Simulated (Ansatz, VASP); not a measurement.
**One calculation of Ta3Cu, two programs**

INCAR

```
ALGO = Fast ; EDIFF = 1E-6
ENCUT = 520 ; GGA = PS
ISIF = 2 ; ISMEAR = -1
LASPH = True ; LCHARG = False
LREAL = False ; LWAVE = False
NBANDS = 30 ; NELM = 60
PREC = Accurate ; SIGMA = 0.05
```

File KPOINTS:

```
k-points
0
Gamma
  9 9 9
```

The input POSCAR:

```
Ta3Cu
1.0
   -1.9930401043      1.9930401043      4.1799263973
    1.9930401043     -1.9930401043      4.1799263973
    1.9930401043      1.9930401043     -4.1799263973
Ta Cu
3 1
Direct
    0.5000000000      0.5000000000      0.0000000000
    0.2500000000      0.7500000000      0.5000000000
    0.7500000000      0.2500000000      0.5000000000
    0.0000000000      0.0000000000      0.0000000000
```

The input input.yaml:

```yaml
crystal:
  lattice:
    - [-1.9930401043, 1.9930401043, 4.1799263973]
    - [1.9930401043, -1.9930401043, 4.1799263973]
    - [1.9930401043, 1.9930401043, -4.1799263973]
  atoms:
    - { symbol: Ta, position: [0.5, 0.5, 0.0] }
    - { symbol: Ta, position: [0.25, 0.75, 0.5] }
    - { symbol: Ta, position: [0.75, 0.25, 0.5] }
    - { symbol: Cu, position: [0.0, 0.0, 0.0] }
hamiltonian:
  xc: pbesol
  pseudopotentials: { kind: paw }
kpoints:
  mp_grid: { grid: [9, 9, 9] }
scf:
  occupations: { method: fermi_dirac, width: 0.05 }
output:
  forces: true
  stress: true
  eigenvalues: true
```

Alike in both runs: task single point; functional PBEsol; k mesh 9 × 9 × 9; occupations fermi-dirac, width 0.05 eV; no spin polarisation.

|  | VASP | Ansatz |
| --- | --- | --- |
| version | VASP 6.6.1 | Ansatz 0.2.0 |
| potentials or method | VASP PAW PBE potentials, release 64 (Ta_pv, Cu) | Ansatz PAW |
| plane-wave cutoff (eV) | 520 | 420 |
| valence electrons in the cell | 44 | 58 |

Ansatz gave:

* gap on the k mesh at the Fermi level (eV): none
* pressure (GPa): -2.7
* traceless stress, the component that is largest in VASP (GPa): -0.32

Question: What did VASP give for the same quantities?

Answer: gap on the k mesh at the Fermi level (eV): none; pressure (GPa): -2.0; traceless stress, the component that is largest in VASP (GPa): -0.44.

VASP's potentials were made for PBE, not for PBEsol. A gap of «none» marks a metal or a gap that the smearing closes. With one functional, cell and mesh, what is left measures potentials, basis and numerics. VASP's potentials hold 44 valence electrons a cell and Ansatz's 58, so a difference there can come from the potentials and not from the codes.

Spin-orbit coupling is off throughout.
